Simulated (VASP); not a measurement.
# C (Fd-3m) in VASP: a series of runs

C is run at these levels: LDA; tasks: G0W0 quasiparticle levels.

Program: VASP 6.6.1. These are calculated values, not measurements. Logs are shortened: lines on timing, memory, paths and dates and some standing lists are left out, and cuts for length are marked.

## Step 1: The cell of the first run

Symmetry: Fd-3m, No. 227, cubic system. The conventional cell has a = 3.560 Å, b = 3.560 Å, c = 3.560 Å, α = 90.00°, β = 90.00°, γ = 90.00°. Within 2.1 Å of C (site symmetry -43m) lie 4 C at 1.54 Å.

## Step 2: G0W0 quasiparticle levels, LDA

File POSCAR:

```
C
1.0
    0.0000000000      1.7801241411      1.7801241411
    1.7801241411      0.0000000000      1.7801241411
    1.7801241411      1.7801241411      0.0000000000
C
2
Direct
    0.0000000000      0.0000000000      0.0000000000
    0.2500000000      0.2500000000      0.2500000000
```

File INCAR.step1:

```
PREC = Accurate ; ENCUT = 500
EDIFF = 1E-8 ; ISMEAR = 0
SIGMA = 0.01 ; LREAL = F
LASPH = T ; NELM = 60
ALGO = Normal ; LWAVE = T
LCHARG = F
```

File INCAR.step2:

```
PREC = Accurate ; ENCUT = 500
EDIFF = 1E-8 ; ISMEAR = 0
SIGMA = 0.01 ; LREAL = F
LASPH = T ; NELM = 1
ALGO = Exact ; LWAVE = T
LCHARG = F ; NBANDS = 64
LOPTICS = T ; ISTART = 1
```

File INCAR.step3:

```
PREC = Accurate ; ENCUT = 500
EDIFF = 1E-8 ; ISMEAR = 0
SIGMA = 0.01 ; LREAL = F
LASPH = T ; ALGO = EVGW0
LWAVE = F ; LCHARG = F
NELMGW = 1 ; NBANDS = 64
ENCUTGW = 80.0 ; NOMEGA = 48
PRECFOCK = Fast ; ISTART = 1
NBANDSGW = 12
```

File KPOINTS:

```
regular mesh
0
Gamma
  4 4 4
```

Potentials or basis: VASP PAW LDA potentials, release 64 (C_GW).

Launch:

```
$ cat potpaw_LDA.64/C_GW/POTCAR > POTCAR
$ cp INCAR.step1 INCAR
$ mpirun -np 1 vasp_std > vasp.out
$ cp INCAR.step2 INCAR
$ mpirun -np 1 vasp_std > vasp.out
$ cp INCAR.step3 INCAR
$ mpirun -np 1 vasp_std > vasp.out
```

OUTCAR:

```text
PREC = Accurate
   ENCUT = 500
   EDIFF = 1E-8
   ISMEAR = 0
   LREAL = F
   LASPH = T
   NELMGW = 1
   ENCUTGW = 80.0
   PRECFOCK = Fast
   ISTART = 1

 ion  position               nearest neighbor table
   1  0.000  0.000  0.000-   2 1.54   2 1.54   2 1.54   2 1.54
   2  0.250  0.250  0.250-   1 1.54   1 1.54   1 1.54   1 1.54

  LATTYP: Found a face centered cubic cell.
 ALAT       =     3.5602482822

  Lattice vectors:

 A1 = (   0.0000000000,   1.7801241411,   1.7801241411)
 A2 = (   1.7801241411,   0.0000000000,   1.7801241411)
 A3 = (   1.7801241411,   1.7801241411,   0.0000000000)

Analysis of symmetry for initial positions (statically):
=====================================================================
 Subroutine PRICEL returns:
 Original cell was already a primitive cell.

 Routine SETGRP: Setting up the symmetry group for a
 face centered cubic supercell.

 Subroutine GETGRP returns: Found 48 space group operations
 (whereof 24 operations were pure point group operations)
 out of a pool of 48 trial point group operations.

The static configuration has the point symmetry T_d .
 The point group associated with its full space group is O_h .

Analysis of symmetry for dynamics (positions and initial velocities):
=====================================================================
 Subroutine PRICEL returns:
 Original cell was already a primitive cell.

 Routine SETGRP: Setting up the symmetry group for a
 face centered cubic supercell.

 Subroutine GETGRP returns: Found 48 space group operations
 (whereof 24 operations were pure point group operations)
 out of a pool of 48 trial point group operations.

The dynamic configuration has the point symmetry T_d .
 The point group associated with its full space group is O_h .

 Subroutine INISYM returns: Found 48 space group operations
 (whereof 24 operations are pure point group operations),
 and found     1 'primitive' translations

----------------------------------------------------------------------------------------

                                     Primitive cell

  volume of cell :      11.2819

  direct lattice vectors                    reciprocal lattice vectors
     0.000000000  1.780124141  1.780124141    -0.280879287  0.280879287  0.280879287
     1.780124141  0.000000000  1.780124141     0.280879287 -0.280879287  0.280879287
     1.780124141  1.780124141  0.000000000     0.280879287  0.280879287 -0.280879287

  length of vectors
     2.517475703  2.517475703  2.517475703     0.486497196  0.486497196  0.486497196

  position of ions in fractional coordinates (direct lattice)
     0.000000000  0.000000000  0.000000000
     0.250000000  0.250000000  0.250000000

  ion indices of the primitive-cell ions
   primitive index   ion index
                 1           1
                 2           2

----------------------------------------------------------------------------------------

 KPOINTS: regular mesh

Automatic generation of k-mesh.
 Grid dimensions read from file:
 generate k-points for:    4    4    4

 Generating k-lattice:

  Cartesian coordinates                     Fractional coordinates (reciprocal lattice)
    -0.070219822  0.070219822  0.070219822     0.250000000  0.000000000  0.000000000
     0.070219822 -0.070219822  0.070219822     0.000000000  0.250000000  0.000000000
     0.070219822  0.070219822 -0.070219822     0.000000000  0.000000000  0.250000000

  Length of vectors
     0.121624299  0.121624299  0.121624299

  Shift w.r.t. Gamma in fractional coordinates (k-lattice)
     0.000000000  0.000000000  0.000000000

 Subroutine IBZKPT returns following result:
 ===========================================

 Found      8 irreducible k-points:

 Following reciprocal coordinates:
            Coordinates               Weight
  0.000000  0.000000  0.000000      1.000000
  0.250000  0.000000  0.000000      8.000000
  0.500000  0.000000  0.000000      4.000000
  0.250000  0.250000  0.000000      6.000000
  0.500000  0.250000  0.000000     24.000000
 -0.250000  0.250000  0.000000     12.000000
  0.500000  0.500000  0.000000      3.000000
 -0.250000  0.500000  0.250000      6.000000
   k-points           NKPTS =      8   k-points in BZ     NKDIM =     64   number of bands    NBANDS=     64
   number of dos      NEDOS =    301   number of ions     NIONS =      2
   total plane-waves  NPLWV =   5832
   dimension x,y,z NGX =    18 NGY =   18 NGZ =   18
   dimension x,y,z NGXF=    36 NGYF=   36 NGZF=   36
   ions per type =               2
   NGX,Y,Z   is equivalent  to a cutoff of  11.89, 11.89, 11.89 a.u.
   NGXF,Y,Z  is equivalent  to a cutoff of  23.77, 23.77, 23.77 a.u.
 SYSTEM =  unknown system
   PREC   = accura    normal or accurate (medium, high low for compatibility)
   ISTART =      1    job   : 0-new  1-cont  2-samecut
   ICHARG =      0    charge: 1-file 2-atom 10-const
   ISPIN  =      1    spin polarized calculation?
   LNONCOLLINEAR =      F non collinear calculations
   LSORBIT =      F    spin-orbit coupling
   LASPH  =      T    aspherical Exc in radial PAW
   ENCUT  =  500.0 eV  36.75 Ry    6.06 a.u.   4.59  4.59  4.59*2*pi/ulx,y,z
   NELM   =     60;   NELMIN=  2; NELMDL=  0     # of ELM steps
   EDIFF  = 0.1E-07   stopping-criterion for ELM
   LREAL  =      F    real-space projection
   EDIFFG = 0.1E-06   stopping-criterion for IOM
   NSW    =      0    number of steps for IOM
   IBRION =     -1    ionic relax: 0-MD 1-quasi-New 2-CG
   NFREE  =      0    steps in history (QN), initial steepest desc. (CG)
   ISIF   =      0    stress and relaxation
   ISYM   =      3    0-nonsym 1-usesym 2-fastsym
   POTIM  = 0.5000    time-step for ionic-motion
   TEBEG  =    0.0;   TEEND  =   0.0 temperature during run
   PSTRESS=    0.0 pullay stress
   NELECT =       8.0000    total number of electrons
   NUPDOWN=      -1.0000    fix difference up-down
   EMIN   =  10.00;   EMAX   =-10.00  energy-range for DOS
   EFERMI =   0.00;   METHOD = LEGACY
   ISMEAR =     0;   SIGMA  =   0.01  broadening in eV -4-tet -1-fermi 0-gaus
   EFERMI_NEDOS =   21; number of points for ismear=-14 and -15
   IALGO  =     38    algorithm
   IMIX   =      4    mixing-type and parameters
     AMIX     =   0.40;   BMIX     =  1.00
     AMIX_MAG =   1.60;   BMIX_MAG =  1.00
  volume/ion in A,a.u.               =       5.64        38.07
  Fermi-wavevector in a.u.,A,eV,Ry     =   1.459860  2.758735 28.996616  2.131191
  Thomas-Fermi vector in A             =   2.576377
   LORBIT       =      0    0 simple, 1 ext, 2 COOP (PROOUT), +10 PAW based schemes
   GGA     = CA    functional components
   LHFCALC =     T    Hartree Fock is set to
   PRECFOCK=fast      Normal, Fast or Accurate (Low or Medium for compatibility)
   ENCUT4O =  -1.0   cutoff for four orbital integrals eV
   NKREDX  =     1    reduce k-point grid by
   NKREDY  =     1    reduce k-point grid by
   NKREDZ  =     1    reduce k-point grid by
   AEXX    =    1.0000 exact exchange contribution
   HFSCREEN=    0.0000 screening length (either q_TF or 0.3 A-1)
   HFSCREENC=   0.0000 screening length for correlation (either q_TF or 0.3 A-1)
   ENCUTFOCK=  -1.0 apply spherical cutoff to Coloumb kernel
   IVDW    =     0    specifies the selected vdW correction
   LEPSILON=     F    determine dielectric tensor
   LRPA    =     F    only Hartree local field effects (RPA)
   LRPAFORCE           =     F    calculate RPA forces
   ENCUTGW             =  80.0    cutoff for response function in eV
   ENCUTGWSOFT         =  64.0    soft cutoff for Coulomb kernel in GW response function in eV
   ENCUTLF             =  -1.0    cutoff for local field effects
   NELMGW              =     1    number of iterations in solving QP/BSE equation
   NELMHF              =     1    number of iterations in the inner HF iteration
   NKREDLFX            =     1    NKREDLFY  =   1   NKREDLFZ  =   1
 non-spin polarized calculation
 Gauss-broadening in eV      SIGMA  =   0.01
  energy-cutoff  :      500.00
  volume of cell :       11.28
 maximum number of plane-waves:       302
  NGX = 12; NGY = 12; NGZ = 12
   NGX =  9   NGY =  9   NGZ =  9
 maximum number of plane-waves:        22
 NGX is ok and might be reduce to    10

 QP shifts <psi_nk| G(iteration)W_0 |psi_nk>: iteration 1
 for sc-GW calculations column KS-energies equals QP-energies in previous step
 and V_xc(KS)=  KS-energies - (<T + V_ion + V_H > + <T+V_H+V_ion>^1  + <V_x>^1)

 k-point   1 :       0.0000    0.0000    0.0000
  band No.  KS-energies  QP-energies   sigma(KS)   V_xc(KS)     V^pw_x(r,r')   Z            occupation Imag(sigma)

      1     -11.5305     -12.7680     -16.4045     -14.7890     -25.3381       0.7660       2.0000       1.4768
      2       9.8710       9.9264     -16.9455     -17.0126     -19.4911       0.8255       2.0000       0.1004
      3       9.8710       9.9264     -16.9455     -17.0126     -19.4911       0.8255       2.0000       0.1004
      4       9.8710       9.9264     -16.9455     -17.0126     -19.4911       0.8255       2.0000       0.1004
      5      15.4234      16.9380     -13.9545     -15.7990      -9.1179       0.8212       0.0000      -0.1107
      6      15.4234      16.9380     -13.9545     -15.7990      -9.1179       0.8212       0.0000      -0.1107
      7      15.4234      16.9380     -13.9545     -15.7990      -9.1179       0.8212       0.0000      -0.1107
      8      23.5497      24.7524     -14.7216     -16.2614      -7.5610       0.7811       0.0000      -0.2719
      9      28.9255      29.6747     -11.5256     -12.4520      -4.3593       0.8087       0.0000      -0.4224
     10      36.5392      37.6578     -12.6112     -13.9711      -5.8590       0.8226       0.0000      -0.5861
     11      36.5392      37.6578     -12.6112     -13.9711      -5.8590       0.8226       0.0000      -0.5861
     12      37.1954      37.9955     -11.0240     -11.9984      -3.2621       0.8212       0.0000      -1.0087

 k-point   2 :       0.2500    0.0000    0.0000
  band No.  KS-energies  QP-energies   sigma(KS)   V_xc(KS)     V^pw_x(r,r')   Z            occupation Imag(sigma)

      1      -9.8099     -10.9747     -16.4496     -14.9167     -24.9071       0.7599       2.0000       1.2505
      2       3.3016       2.7526     -16.5169     -15.8312     -20.6123       0.8007       2.0000       0.1786
      3       8.1190       8.0377     -16.7947     -16.6956     -19.6995       0.8197       2.0000       0.1121
      4       8.1190       8.0377     -16.7947     -16.6956     -19.6995       0.8197       2.0000       0.1121
      5      17.6174      19.2644     -13.9563     -15.9761      -8.6359       0.8154       0.0000      -0.1325
      6      17.6174      19.2644     -13.9563     -15.9761      -8.6359       0.8154       0.0000      -0.1325
      7      18.1091      19.4346     -14.2220     -15.8474      -8.8297       0.8154       0.0000      -0.1387
      8      24.5453      26.1065     -13.8392     -15.8388      -6.5843       0.7808       0.0000      -0.2990
      9      30.3238      31.3944     -11.9140     -13.2560      -4.4106       0.7978       0.0000      -0.4901
     10      32.2076      33.2068     -11.8274     -13.0446      -5.1213       0.8210       0.0000      -0.4932
     11      32.2076      33.2068     -11.8274     -13.0446      -5.1213       0.8210       0.0000      -0.4932
     12      35.1079      36.1610     -11.7746     -13.0917      -3.7899       0.7995       0.0000      -0.8074
[... 68 lines left out ...]
      1      -2.7866      -3.7207     -16.7916     -15.5721     -23.1663       0.7660       2.0000       0.4644
      2      -2.7866      -3.7207     -16.7916     -15.5721     -23.1663       0.7660       2.0000       0.4644
      3       3.5374       3.0891     -16.5431     -15.9826     -20.6660       0.7998       2.0000       0.1701
      4       3.5374       3.0891     -16.5431     -15.9826     -20.6660       0.7998       2.0000       0.1701
      5      14.5705      15.4414     -12.7337     -13.7794      -7.7807       0.8329       0.0000      -0.1142
      6      14.5705      15.4414     -12.7337     -13.7794      -7.7807       0.8329       0.0000      -0.1142
      7      26.5887      28.8211     -14.4885     -17.4082      -6.6297       0.7646       0.0000      -0.4015
      8      26.5887      28.8211     -14.4885     -17.4082      -6.6297       0.7646       0.0000      -0.4015
      9      32.8964      34.7109     -13.4482     -15.7828      -5.0969       0.7772       0.0000      -0.7118
     10      32.8964      34.7109     -13.4482     -15.7828      -5.0969       0.7772       0.0000      -0.7118
     11      42.0943      43.2863     -12.1564     -13.6197      -4.3759       0.8146       0.0000      -1.1287
     12      42.0943      43.2863     -12.1564     -13.6197      -4.3759       0.8146       0.0000      -1.1287

 k-point   8 :      -0.2500    0.5000    0.2500
  band No.  KS-energies  QP-energies   sigma(KS)   V_xc(KS)     V^pw_x(r,r')   Z            occupation Imag(sigma)

      1      -1.9414      -2.8828     -17.1610     -15.9351     -23.4212       0.7680       2.0000       0.4179
      2      -1.9414      -2.8828     -17.1610     -15.9351     -23.4212       0.7680       2.0000       0.4179
      3       1.4515       0.8845     -15.8213     -15.1046     -20.1382       0.7911       2.0000       0.2090
      4       1.4515       0.8845     -15.8213     -15.1046     -20.1382       0.7911       2.0000       0.2090
      5      20.3273      21.7447     -12.8337     -14.5717      -7.0182       0.8156       0.0000      -0.1621
      6      20.3273      21.7447     -12.8337     -14.5717      -7.0182       0.8156       0.0000      -0.1621
      7      22.2733      23.9376     -14.2250     -16.3281      -7.5421       0.7913       0.0000      -0.2315
      8      22.2733      23.9376     -14.2250     -16.3281      -7.5421       0.7913       0.0000      -0.2315
      9      31.0002      32.8768     -13.5283     -15.9357      -5.6263       0.7795       0.0000      -0.5574
     10      31.0002      32.8768     -13.5283     -15.9357      -5.6263       0.7795       0.0000      -0.5574
     11      40.1508      41.4986     -12.1718     -13.8491      -4.1887       0.8036       0.0000      -1.0470
     12      40.1508      41.4986     -12.1718     -13.8491      -4.1887       0.8036       0.0000      -1.0470
```

It took 13 s on 1 thread of Intel Xeon Platinum 8559C (Emerald Rapids), shared host; peak memory 0.13 GiB.

What came out:

```
Band gap on the k mesh, mean-field level : 4.42 eV, indirect (least direct gap 5.55 eV)
Quasiparticle gap                        : 5.49 eV
Least direct quasiparticle gap           : 7.01 eV
```

Levels at points of the mesh, in eV from the valence-band top:
| k point | band 1 | band 2 | band 3 | band 4 | band 5 | band 6 | band 7 | band 8 |
| --- | --- | --- | --- | --- | --- | --- | --- | --- |
| (0.00, 0.00, 0.00) | -21.40 | 0.00 | 0.00 | 0.00 | 5.55 | 5.55 | 5.55 | 13.68 |
| (0.50, 0.00, 0.00) | -15.53 | -13.44 | -2.81 | -2.81 | 8.40 | 8.40 | 9.08 | 15.44 |
| (0.50, 0.50, 0.00) | -12.66 | -12.66 | -6.33 | -6.33 | 4.70 | 4.70 | 16.72 | 16.72 |

Caveat: the k points lie up to 0.76 Å⁻¹ apart; bands, screening cutoff and mesh are small and nothing is extrapolated, so the quasiparticle values aren't converged. A k mesh can miss the band edges.

(Part 1 of 2 ends here.)
